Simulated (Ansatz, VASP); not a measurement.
## One calculation of Ba2Be, two programs

```
Ba Be
1.0
     5.79874    0.00000    0.00000
    -2.89937    5.02185    0.00000
     0.00000    0.00000    3.59404
Ba Be
2 1
Cartesian
  0.0000 3.3479 1.7970
  2.8994 1.6740 1.7970
  0.0000 0.0000 0.0000
```

Change from the starting cell: species swapped into the ZrB2 type (P6/mmm, No. 191).

Alike in both runs: functional PBE; k mesh 6 × 6 × 4; occupations gaussian, width 0.1 eV; no spin polarisation.

Ansatz relaxed the structure, and its values are those at the end. VASP's run is a single point on that final structure, the one shown.

|  | VASP | Ansatz |
| --- | --- | --- |
| version | VASP 6.6.1 | Ansatz 0.2.0 |
| potentials or method | VASP PAW PBE potentials, release 64 (Ba_sv, Be), cutoff 520 eV | scalar-relativistic, plane waves, PAW |
| valence electrons in the cell | 22 | 22 |

Ansatz gave:

* gap on the k mesh at the Fermi level (eV): none
* pressure (GPa): 0.3

Task: Estimate VASP's values.

Result: gap on the k mesh at the Fermi level (eV): none; pressure (GPa): 0.9.

A gap of «none» marks a metal or a gap that the smearing closes.

The k mesh is coarse, so the values compare programs but aren't converged. Spin-orbit coupling is off throughout.
